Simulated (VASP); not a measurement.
Write the native input for VASP 6.6.1 that does the following.

```
Task                   : single point
Functional             : PBE
Potentials or basis    : VASP PAW PBE potentials, release 64 (Al, H)
Cutoff                 : 520 eV
k mesh                 : 5 × 4 × 1
Occupations            : gaussian, width 0.1 eV
Spin                   : no spin polarisation
Dipole correction      : yes
Further INCAR settings : LREAL = Auto; ALGO = Normal; EDIFF = 1e-06; NBANDS = 40
```

The structure of Al8H lies in POSCAR:

```
Al8H
1.0
    5.7135165837      0.0000000000      0.0000000000
    0.0000000000      8.0801326415      0.0000000000
    0.0000000000      0.0000000000     22.2432786975
Al H
16 2
Direct
    0.2500000000      0.2500000000      0.1798296040
    0.2500000000      0.7500000000      0.1798296040
    0.7500000000      0.2500000000      0.1798296040
    0.7500000000      0.7500000000      0.1798296040
    0.0000000000      0.0000000000      0.2440458181
    0.0000000000      0.5000000000      0.2440458181
    0.5000000000      0.0000000000      0.2440458181
    0.5000000000      0.5000000000      0.2440458181
    0.2500000000      0.2500000000      0.3102598702
    0.2500000000      0.7500000000      0.3102598702
    0.7500000000      0.2500000000      0.3102598702
    0.7500000000      0.7500000000      0.3102598702
    0.0000000000      0.0000000000      0.3705963860
    0.0000000000      0.5000000000      0.3705963860
    0.5000000000      0.0000000000      0.3705963860
    0.5000000000      0.5000000000      0.3705963860
    0.2500000000      0.1574891424      0.3908272164
    0.2500000000      0.3425108576      0.3908272164
```

The input as run:

INCAR

```
SYSTEM = Al8H
  PREC = Accurate
  ENCUT = 520
  EDIFF = 1E-6
  ISMEAR = 0
  SIGMA = 0.1
  LREAL = Auto
  LASPH = .True.
  NELM = 100
  ALGO = Normal
  ISIF = 2
  LWAVE = .False.
  LCHARG = .False.
  LDIPOL = .True.
  IDIPOL = 3
  DIPOL = 0.5 0.5 0.289
  GGA = PE
  NBANDS = 40
```

KPOINTS

```
Automatic mesh
0
Gamma
  5 4 1
  0 0 0
```

Potentials or basis: VASP PAW PBE potentials, release 64 (Al, H).

Command:

```sh
$ cat potpaw_PBE.64/Al/POTCAR potpaw_PBE.64/H/POTCAR > POTCAR
$ mpirun -np 1 vasp_std > vasp.out
```

It gave:

```
Largest force          : 0.563 eV/Å
Band gap on the k mesh : zero (bands 25 and 26 overlap by 0.52 eV)
```

Run time: 13 min on 1 thread of Intel(R) Xeon(R) Platinum 8375C CPU @ 2.90GHz (Ice Lake) (shared host), peak memory 0.89 GiB.
